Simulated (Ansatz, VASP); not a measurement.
# Two plane-wave programs on TiSi4Ir

```xyz
6
Lattice="1.8688 1.0789 7.9012 -1.8688 1.0789 7.9012 0.0000 -2.1579 7.9012" Properties=species:S:1:pos:R:3 pbc="T T T"
Ti    0.0000    0.0000    0.0000
Si    0.0000    0.0000   14.3144
Si    0.0000    0.0000    2.7060
Si    0.0000    0.0000   20.9977
Si    0.0000    0.0000    9.3893
Ir    0.0000    0.0000   11.8518
```

Change from the starting cell: species swapped into the TaVH4 type (R-3m, No. 166).

Alike in both runs: functional PBE; k mesh 6 × 6 × 6; occupations gaussian, width 0.1 eV; no spin polarisation.

Ansatz relaxed the structure, and its values are those at the end. VASP's run is a single point on that final structure, the one shown.

|  | VASP | Ansatz |
| --- | --- | --- |
| version | VASP 6.6.1 | Ansatz 0.2.0 |
| potentials or method | VASP PAW PBE potentials, release 64 (Ti_sv, Si, Ir), cutoff 500 eV | scalar-relativistic, plane waves, PAW |
| valence electrons in the cell | 37 | 45 |

VASP gave:

| Property | Result |
| --- | --- |
| gap on the k mesh at the Fermi level (eV) | none |
| pressure (GPa) | 0.0 |
| rms of the force components (eV/Å) | 0.005 |

Q: What did Ansatz give for the same quantities?

A: gap on the k mesh at the Fermi level (eV): none; pressure (GPa): 0.0; rms of the force components (eV/Å): 0.001.

A gap of «none» marks a metal or a gap that the smearing closes. VASP's potentials hold 37 valence electrons a cell and Ansatz's 45, so a difference there can come from the potentials and not from the codes.

Spin-orbit coupling is off throughout.
